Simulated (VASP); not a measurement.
# VO2 (P4_2/mnm) in VASP: notebook

Runs on VO2. Level: r2SCAN. Tasks: single point.

Program: VASP 6.6.1. These are calculated values, not measurements. Logs are shortened: lines on timing, memory, paths and dates and some standing lists are left out, and cuts for length are marked.

## Step 1: The cell of the first run

It takes space group P4_2/mnm (No. 136, tetragonal). Conventional cell: a = 4.641 Å, b = 4.641 Å, c = 2.872 Å, α = 90.00°, β = 90.00°, γ = 90.00°. Within 2.6 Å of V (site symmetry mmm) lie 6 O at 1.92 to 2.00 Å. O (site symmetry m2m) has 3 V at 1.92 to 2.00 Å and 1 O at 2.56 Å within 2.6 Å.

## Step 2: Single point, r2SCAN, collinear spin, ferromagnetic start (volume scaled by 1.06, then relaxed in part)

Contents of POSCAR:

```
VO2
1.0
    4.6407137025      0.0000000000      0.0000000000
    0.0000000000      4.6407137025      0.0000000000
    0.0000000000      0.0000000000      2.8716390758
V O
2 4
Direct
    0.0000000000      0.0000000000      0.0000000000
    0.5000000000      0.5000000000      0.5000000000
    0.3046543317      0.3046543317      0.0000000000
    0.1953456683      0.8046543317      0.5000000000
    0.6953456683      0.6953456683      0.0000000000
    0.8046543317      0.1953456683      0.5000000000
```

Contents of INCAR.step1:

```
SYSTEM = VO2
  ALGO = Normal
  EDIFF = 1E-5
  ENCUT = 660
  GGA = PE
  GGA_COMPAT = .False.
  ISMEAR = 0
  ISPIN = 2
  KPAR = 4
  LASPH = .True.
  LCHARG = .False.
  LMAXMIX = 4
  LREAL = .False.
  LWAVE = .True.
  MAGMOM = 0.98 0.98 0 0 0 0
  NBANDS = 38
  NELM = 200
  PREC = Accurate
  SIGMA = 0.1
```

Contents of INCAR.step2:

```
SYSTEM = VO2
  ALGO = Normal
  EDIFF = 1E-6
  ENCUT = 660
  GGA_COMPAT = .False.
  ISIF = 2
  ISMEAR = 0
  ISPIN = 2
  ISTART = 1
  KPAR = 4
  LASPH = .True.
  LCHARG = .True.
  LMAXMIX = 4
  LMIXTAU = .True.
  LORBIT = 11
  LREAL = .False.
  LVHAR = .True.
  LWAVE = .False.
  MAGMOM = 0.98 0.98 0 0 0 0
  METAGGA = R2SCAN
  NBANDS = 38
  NELM = 200
  PREC = Accurate
  SIGMA = 0.1
```

Contents of KPOINTS:

```
k-points
0
Gamma
  8 8 12
  0 0 0
```

Potentials or basis: VASP PAW PBE potentials, release 64 (V_sv, O).

Started as:

```bash
> cat potpaw_PBE.64/V_sv/POTCAR potpaw_PBE.64/O/POTCAR > POTCAR
> cp INCAR.step1 INCAR
> mpirun -np 4 vasp_std > vasp.out
> cp INCAR.step2 INCAR
> mpirun -np 4 vasp_std > vasp.out
```

OUTCAR:

```text
SYSTEM = VO2
   EDIFF = 1E-6
   ENCUT = 660
   ISIF = 2
   ISMEAR = 0
   ISPIN = 2
   ISTART = 1
   LASPH = .True.
   LORBIT = 11
   LREAL = .False.
   METAGGA = R2SCAN
   NELM = 200
   PREC = Accurate

 ion  position               nearest neighbor table
   1  0.000  0.000  0.000-   4 1.92   6 1.92   4 1.92   6 1.92   5 2.00   3 2.00
   2  0.500  0.500  0.500-   3 1.92   5 1.92   3 1.92   5 1.92   4 2.00   6 2.00
   3  0.305  0.305  0.000-   2 1.92   2 1.92   1 2.00
   4  0.195  0.805  0.500-   1 1.92   1 1.92   2 2.00
   5  0.695  0.695  0.000-   2 1.92   2 1.92   1 2.00
   6  0.805  0.195  0.500-   1 1.92   1 1.92   2 2.00

  LATTYP: Found a simple tetragonal cell.
 ALAT       =     4.6407137025
 C/A-ratio  =     0.6187925522

  Lattice vectors:

 A1 = (   4.6407137025,   0.0000000000,   0.0000000000)
 A2 = (   0.0000000000,   4.6407137025,   0.0000000000)
 A3 = (   0.0000000000,   0.0000000000,   2.8716390758)

Analysis of symmetry for initial positions (statically):
=====================================================================
 Subroutine PRICEL returns:
 Original cell was already a primitive cell.

 Routine SETGRP: Setting up the symmetry group for a
 simple tetragonal supercell.

 Subroutine GETGRP returns: Found 16 space group operations
 (whereof  8 operations were pure point group operations)
 out of a pool of 16 trial point group operations.

The static configuration has the point symmetry D_2h.
 The point group associated with its full space group is D_4h.

Analysis of symmetry for dynamics (positions and initial velocities):
=====================================================================
 Subroutine PRICEL returns:
 Original cell was already a primitive cell.

 Routine SETGRP: Setting up the symmetry group for a
 simple tetragonal supercell.

 Subroutine GETGRP returns: Found 16 space group operations
 (whereof  8 operations were pure point group operations)
 out of a pool of 16 trial point group operations.

The dynamic configuration has the point symmetry D_2h.
 The point group associated with its full space group is D_4h.

Analysis of structural, dynamic, and magnetic symmetry:
=====================================================================
 Subroutine PRICEL returns:
 Original cell was already a primitive cell.

 Routine SETGRP: Setting up the symmetry group for a
 simple tetragonal supercell.

 Subroutine GETGRP returns: Found 16 space group operations
 (whereof  8 operations were pure point group operations)
 out of a pool of 16 trial point group operations.

The overall configuration has the point symmetry D_2h.
 The point group associated with its full space group is D_4h.

 Subroutine INISYM returns: Found 16 space group operations
 (whereof  8 operations are pure point group operations),
 and found     1 'primitive' translations

----------------------------------------------------------------------------------------

                                     Primitive cell

  volume of cell :      61.8443

  direct lattice vectors                    reciprocal lattice vectors
     4.640713703  0.000000000  0.000000000     0.215484097  0.000000000  0.000000000
     0.000000000  4.640713703  0.000000000     0.000000000  0.215484097  0.000000000
     0.000000000  0.000000000  2.871639076     0.000000000  0.000000000  0.348233178

  length of vectors
     4.640713703  4.640713703  2.871639076     0.215484097  0.215484097  0.348233178

  position of ions in fractional coordinates (direct lattice)
     0.000000000  0.000000000  0.000000000
     0.500000000  0.500000000  0.500000000
     0.304654332  0.304654332  0.000000000
     0.195345668  0.804654332  0.500000000
     0.695345668  0.695345668  0.000000000
     0.804654332  0.195345668  0.500000000

  ion indices of the primitive-cell ions
   primitive index   ion index
                 1           1
                 2           2
                 3           3
                 4           4
                 5           5
                 6           6

[... 31 lines left out ...]
  0.375000  0.000000  0.000000      4.000000
  0.500000  0.000000  0.000000      2.000000
  0.125000  0.125000  0.000000      4.000000
[... 16 lines left out ...]
  0.375000  0.125000  0.083333     16.000000
  0.500000  0.125000  0.083333      8.000000
 [... further k-points ...]
   k-points           NKPTS =    105   k-points in BZ     NKDIM =    105   number of bands    NBANDS=     38
   number of dos      NEDOS =    301   number of ions     NIONS =      6
   total plane-waves  NPLWV =  38400
   dimension x,y,z NGX =    40 NGY =   40 NGZ =   24
   dimension x,y,z NGXF=    80 NGYF=   80 NGZF=   48
   ions per type =               2   4
   NGX,Y,Z   is equivalent  to a cutoff of  14.33, 14.33, 13.89 a.u.
   NGXF,Y,Z  is equivalent  to a cutoff of  28.66, 28.66, 27.79 a.u.
 SYSTEM =  VO2
   PREC   = accura    normal or accurate (medium, high low for compatibility)
   ISTART =      1    job   : 0-new  1-cont  2-samecut
   ICHARG =      0    charge: 1-file 2-atom 10-const
   ISPIN  =      2    spin polarized calculation?
   LNONCOLLINEAR =      F non collinear calculations
   LSORBIT =      F    spin-orbit coupling
   LASPH  =      T    aspherical Exc in radial PAW
   ENCUT  =  660.0 eV  48.51 Ry    6.96 a.u.   9.72  9.72  6.02*2*pi/ulx,y,z
   NELM   =    200;   NELMIN=  2; NELMDL=  0     # of ELM steps
   EDIFF  = 0.1E-05   stopping-criterion for ELM
   LREAL  =      F    real-space projection
   EDIFFG = 0.1E-04   stopping-criterion for IOM
   NSW    =      0    number of steps for IOM
   IBRION =     -1    ionic relax: 0-MD 1-quasi-New 2-CG
   NFREE  =      0    steps in history (QN), initial steepest desc. (CG)
   ISIF   =      2    stress and relaxation
   ISYM   =      2    0-nonsym 1-usesym 2-fastsym
   POTIM  = 0.5000    time-step for ionic-motion
   TEBEG  =    0.0;   TEEND  =   0.0 temperature during run
   PSTRESS=    0.0 pullay stress
   NELECT =      50.0000    total number of electrons
   NUPDOWN=      -1.0000    fix difference up-down
   EMIN   =  10.00;   EMAX   =-10.00  energy-range for DOS
   EFERMI =   0.00;   METHOD = LEGACY
   ISMEAR =     0;   SIGMA  =   0.10  broadening in eV -4-tet -1-fermi 0-gaus
   EFERMI_NEDOS =   21; number of points for ismear=-14 and -15
   IALGO  =     38    algorithm
   IMIX   =      4    mixing-type and parameters
     AMIX     =   0.40;   BMIX     =  1.00
     AMIX_MAG =   1.60;   BMIX_MAG =  1.00
  volume/ion in A,a.u.               =      10.31        69.56
  Fermi-wavevector in a.u.,A,eV,Ry     =   1.525100  2.882021 31.646205  2.325930
  Thomas-Fermi vector in A             =   2.633317
   LORBIT       =     11    0 simple, 1 ext, 2 COOP (PROOUT), +10 PAW based schemes
   METAGGA = R2SCAN    functional components
   LHFCALC =     F    Hartree Fock is set to
   AEXX    =    0.0000 exact exchange contribution
   IVDW    =     0    specifies the selected vdW correction
   LEPSILON=     F    determine dielectric tensor
   LRPA    =     F    only Hartree local field effects (RPA)
 spin polarized calculation
 Gauss-broadening in eV      SIGMA  =   0.10
  energy-cutoff  :      660.00
  volume of cell :       61.84
 maximum number of plane-waves:      2416
 NGX is ok and might be reduce to    40
   NGX = 19   NGY = 19   NGZ = 13

 number of electron      50.0000001 magnetization       2.0000002

 Free energy of the ion-electron system (eV)
  ---------------------------------------------------
  ext. energy  EPLUGINS =         0.00000000
  ---------------------------------------------------
  free energy    TOTEN  =       -67.89303089 eV

  energy without entropy =      -67.87876473  energy(sigma->0) =      -67.88589781

 E-fermi :   5.3976     XC(G=0): -12.2702

 val. band max:        5.3905628568   @ k =   0.3750   0.1250   0.0833
 cond. band min:       5.4000707966   @ k =   0.3750   0.2500   0.4167
 fundamental gap:      0.0095079398
 Fermi energy:         5.3976055753

 spin component 1

 k-point     1 :       0.0000    0.0000    0.0000
  band No.  band energies     occupation
      1     -63.3553      1.00000
      2     -63.3481      1.00000
      3     -36.0807      1.00000
      4     -36.0807      1.00000
      5     -35.9664      1.00000
      6     -35.9664      1.00000
[... 949 lines left out ...]
     36      15.3103      0.00000
     37      18.2910      0.00000

 [... further k-points ...]

 spin component 2

 k-point     1 :       0.0000    0.0000    0.0000
  band No.  band energies     occupation
      1     -61.8131      1.00000
      2     -61.8052      1.00000
      3     -34.6824      1.00000
      4     -34.6824      1.00000
      5     -34.4497      1.00000
      6     -34.4327      1.00000
[... 949 lines left out ...]
     36      15.4449      0.00000
     37      18.6296      0.00000

 [... further k-points ...]

 [bands above 37 left out]

------------------------ aborting loop because EDIFF is reached ----------------------------------------

  FORCE on cell =-STRESS in cart. coord.  units (eV):
  Direction    XX          YY          ZZ          XY          YZ          ZX
  --------------------------------------------------------------------------------------
  -------------------------------------------------------------------------------------
  Total       -4.3240382     -4.3240382     -4.0773949      0.0000000      0.0000000      0.0000000
  in kB     -112.0213242   -112.0213242   -105.6316227      0.0000000      0.0000000      0.0000000
  external PRESSURE =    -109.8914237 kB  Pullay stress =       0.0000000 kB

 VOLUME and BASIS-vectors are now :
 -----------------------------------------------------------------------------
  energy-cutoff  :      660.00
  volume of cell :       61.84
      direct lattice vectors                 reciprocal lattice vectors
     4.640713703  0.000000000  0.000000000     0.215484097  0.000000000  0.000000000
     0.000000000  4.640713703  0.000000000     0.000000000  0.215484097  0.000000000
     0.000000000  0.000000000  2.871639076     0.000000000  0.000000000  0.348233178

 POSITION                                       TOTAL-FORCE (eV/Angst)
 -----------------------------------------------------------------------------------
      0.00000      0.00000      0.00000         0.000000      0.000000     -0.000000
      2.32036      2.32036      1.43582         0.000000      0.000000     -0.000000
      1.41381      1.41381      0.00000        -0.040108     -0.040108      0.000000
      0.90654      3.73417      1.43582         0.040108     -0.040108      0.000000
      3.22690      3.22690      0.00000         0.040108      0.040108     -0.000000
      3.73417      0.90654      1.43582        -0.040108      0.040108     -0.000000
 -----------------------------------------------------------------------------------
    total drift:                                0.000000     -0.000000     -0.000000

  FREE ENERGIE OF THE ION-ELECTRON SYSTEM (eV)
  ---------------------------------------------------
  free  energy   TOTEN  =       -67.8930308901 eV

  energy  without entropy=      -67.8787647333  energy(sigma->0) =      -67.88589781

 total charge

# of ion       s       p       d       tot
------------------------------------------
    1        2.260   6.307   2.810  11.377
    2        2.260   6.307   2.810  11.377
    3        1.572   3.487   0.000   5.059
    4        1.572   3.487   0.000   5.059
    5        1.572   3.487   0.000   5.059
    6        1.572   3.487   0.000   5.059
--------------------------------------------------
tot         10.807  26.563   5.620  42.990

 magnetization (x)

# of ion       s       p       d       tot
------------------------------------------
    1        0.014   0.012   1.121   1.147
    2        0.014   0.012   1.121   1.147
    3       -0.003  -0.094   0.000  -0.097
    4       -0.003  -0.094   0.000  -0.097
    5       -0.003  -0.094   0.000  -0.097
    6       -0.003  -0.094   0.000  -0.097
--------------------------------------------------
tot          0.017  -0.353   2.242   1.906
```

It took 4.8 min on 4 MPI ranks of Intel Xeon 6975P-C (Granite Rapids), shared host; peak memory 0.58 GiB.

Results:

```
Free energy                                           : -67.8930 eV
Pressure                                              : -11.0 GPa
Largest force                                         : 0.057 eV/Å
Band gap on the k mesh                                : zero (filled and empty bands overlap)
Net moment                                            : 2.00 μB per cell
Site moments                                          : V +1.15; O -0.10 μB
Valence electrons inside the program's atomic spheres : V 11.38; O 5.06
```

Forces on the atoms (eV/Å):
```
V    0.000  0.000  0.000
V    0.000  0.000  0.000
O   -0.040 -0.040  0.000
O    0.040 -0.040  0.000
O    0.040  0.040  0.000
O   -0.040  0.040  0.000
```

Stress tensor (GPa, compression positive):
```
-11.20   0.00   0.00
  0.00 -11.20   0.00
  0.00   0.00 -10.56
```

Caveat: the PAW data sets were made with another functional, which shifts forces and pressure a little; semilocal functionals often make such compounds metallic where correlation or magnetic order opens a gap, which also shifts bond lengths.

(Continued in part 2 of 2.)
